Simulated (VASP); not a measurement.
## Ga: single point with PBEsol

Ga:

```xyz
1
Lattice="2.6688 0.0000 0.0000 0.0000 2.6688 0.0000 0.0000 0.0000 2.6688" Properties=species:S:1:pos:R:3 pbc="T T T"
Ga    0.0000    0.0000    0.0000
```

```yaml
Program: VASP 6.6.1
Task: single point
Functional: PBEsol
Potentials_or_basis: VASP PAW PBE potentials, release 64 (Ga_d)
Cutoff: 520 eV
k_mesh: 12 × 12 × 12
Occupations: fermi-dirac, width 0.136057 eV
Spin: no spin polarisation
Dipole_correction: no
Further_INCAR_settings: ALGO = Normal; EDIFF = 1e-07; NBANDS = 12
```

- Pressure: -0.3 GPa

Levels at points of the mesh, in eV from the Fermi level:
| k point | band 2 | band 3 | band 4 | band 5 | band 6 | band 7 | band 8 | band 9 | band 10 | band 11 |
| --- | --- | --- | --- | --- | --- | --- | --- | --- | --- | --- |
| (0.00, 0.00, 0.00) | -15.08 | -14.49 | -14.49 | -14.49 | -10.89 | 9.35 | 9.35 | 9.35 | 12.29 | 12.29 |
| (0.50, 0.00, 0.00) | -14.72 | -14.65 | -14.65 | -14.48 | -6.24 | -4.32 | 13.01 | 13.01 | 16.19 | 16.92 |
| (0.50, 0.50, 0.00) | -14.87 | -14.63 | -14.63 | -14.34 | -1.39 | -0.70 | -0.70 | 4.24 | 16.80 | 21.08 |
| (0.50, 0.50, 0.50) | -14.88 | -14.88 | -14.33 | -14.33 | 2.78 | 2.78 | 2.78 | 4.46 | 8.40 | 8.40 |

It took 5.5 s on 1 thread of Intel(R) Xeon(R) 6975P-C (Granite Rapids), with other jobs on the host, peak memory 0.13 GiB.

Caveat: the PAW data sets were made with another functional, which shifts forces and pressure a little.
